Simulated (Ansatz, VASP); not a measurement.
# One calculation of PbS, two programs

```
Pb S
1.0
     3.51910    0.00000    0.00000
     0.00000    3.51910    0.00000
     0.00000    0.00000    3.51910
Pb S
1 1
Direct
  0.00000 0.00000 0.00000
  0.50000 0.50000 0.50000
```

Alike in both runs: task single point; functional PBEsol; k mesh 12 × 12 × 12; occupations fermi-dirac, width 0.15 eV; no spin polarisation.

|  | VASP | Ansatz |
| --- | --- | --- |
| version | VASP 6.6.1 | Ansatz 0.2.0 |
| potentials or method | VASP PAW PBE potentials, release 64 (Pb_d, S), cutoff 500 eV | scalar-relativistic, plane waves, PAW |
| valence electrons in the cell | 20 | 20 |

|  | VASP | Ansatz | Ansatz less VASP |
| --- | --- | --- | --- |
| gap on the k mesh at the Fermi level (eV) | none | none | - |
| pressure (GPa) | 3.5 | 3.5 | +0.04 |

VASP's potentials were made for PBE, not for PBEsol. A gap of «none» marks a metal or a gap that the smearing closes.

Spin-orbit coupling is off throughout.
